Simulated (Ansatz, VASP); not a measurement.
AlN: VASP beside Ansatz

```xyz
2
Lattice="0.0000 2.0919 1.9245 2.0919 0.0000 1.9245 2.0919 2.0919 0.0000" Properties=species:S:1:pos:R:3 pbc="T T T"
Al    2.0919    2.0919    1.9245
N     0.0000    0.0000    0.0000
```

Alike in both runs: task single point; functional r2SCAN; k mesh 10 × 10 × 10; occupations gaussian, width 0.05 eV; no spin polarisation.

|  | VASP | Ansatz |
| --- | --- | --- |
| version | VASP 6.6.1 | Ansatz 0.2.0 |
| potentials or method | VASP PAW PBE potentials, release 64 (Al, N), cutoff 520 eV | scalar-relativistic, plane waves, PAW |
| valence electrons in the cell | 8 | 8 |

```tsv
	VASP	Ansatz	Ansatz less VASP
gap on the k mesh at the Fermi level (eV)	4.75	4.75	-0.001
least direct gap on the mesh (eV)	5.91	5.87	-0.041
pressure (GPa)	-3.4	-2.6	+0.74
traceless stress, the component that is largest in VASP (GPa)	16.64	16.31	-0.333
```

VASP's potentials were made for PBE, not for r2SCAN.
